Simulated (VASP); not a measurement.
A run of VASP 6.6.1 is set up as follows.

INCAR

```
ALGO     = Normal         # electronic algorithm
EDIFF    = 1E-6           # SCF threshold, eV
ENCUT    = 500            # plane-wave cutoff, eV
GGA      = PE             # functional
GGA_COMPAT= False        
ISIF     = 2              # what is computed and relaxed
ISMEAR   = -1             # smearing method
LASPH    = True           # aspherical terms in the spheres
LCHARG   = False          # write CHGCAR
LREAL    = False          # projectors in reciprocal space
LWAVE    = False          # write WAVECAR
NBANDS   = 16             # bands
NELM     = 120            # most SCF steps
PREC     = Accurate       # precision mode
SIGMA    = 0.02           # smearing width, eV
```

KPOINTS

```
k-points
0
Gamma
  8 8 8
```

Contents of POSCAR:

```
InAs
1.0
    0.0000000000      2.9085821147      3.0545915928
    2.9085821147      0.0000000000      3.0545915928
    2.9085821147      2.9085821147      0.0000000000
In As
1 1
Direct
    0.0000000000      0.0000000000      0.0000000000
    0.2500000000      0.2500000000      0.2500000000
```

Potentials or basis: VASP PAW PBE potentials, release 64 (In_d, As).

Launch:

```console
$ cat potpaw_PBE.64/In_d/POTCAR potpaw_PBE.64/As/POTCAR > POTCAR
$ mpirun -np 1 vasp_std > vasp.out
```

(1) What does it give for the band gap on the k mesh?

(2) Estimate the pressure.

Answers

(1) 0.05 eV, direct.

(2) 9.1 GPa.

Caveat: the cell differs from its parent crystal (biaxial xy strain -4.8%); spin-orbit coupling is left out, which moves the levels of the heavy elements.
